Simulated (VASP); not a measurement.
A run of VASP 6.6.1 is set up as follows.

Contents of INCAR:

```
ALGO = Normal ; EDIFF = 1E-7
ENCUT = 520 ; GGA = PE
ISIF = 2 ; ISMEAR = 0
LASPH = T ; LCHARG = F
LREAL = F ; LWAVE = F
NBANDS = 16 ; NELM = 80
PREC = Accurate ; SIGMA = 0.05
```

KPOINTS

```
k-points
0
Gamma
  12 12 6
```

The input POSCAR:

```
Si
1.0
    3.9202120069      0.0000000000      0.0000000000
   -1.9601060035      3.3950031862      0.0000000000
    0.0000000000      0.0000000000      6.1421881724
Si
4
Direct
    0.3333333333      0.6666666667      0.0817861204
    0.6666666667      0.3333333333      0.5817861204
    0.3333333333      0.6666666667      0.4182138796
    0.6666666667      0.3333333333      0.9182138796
```

Potentials or basis: VASP PAW PBE potentials, release 64 (Si).

Launch:

```console
$ cat potpaw_PBE.64/Si/POTCAR > POTCAR
$ mpirun -np 1 vasp_std > vasp.out
```

Q: Estimate the pressure.

A: 5.1 GPa.

Q: Predict the largest force.

A: 5.463 eV/Å.

Forces on the atoms (eV/Å):
```
Si   0.000  0.000 -5.463
Si   0.000  0.000 -5.463
Si   0.000  0.000  5.463
Si   0.000  0.000  5.463
```

Caveat: forces of over 1 eV/Å act on the atoms, so gaps and moduli don't describe the material at rest.
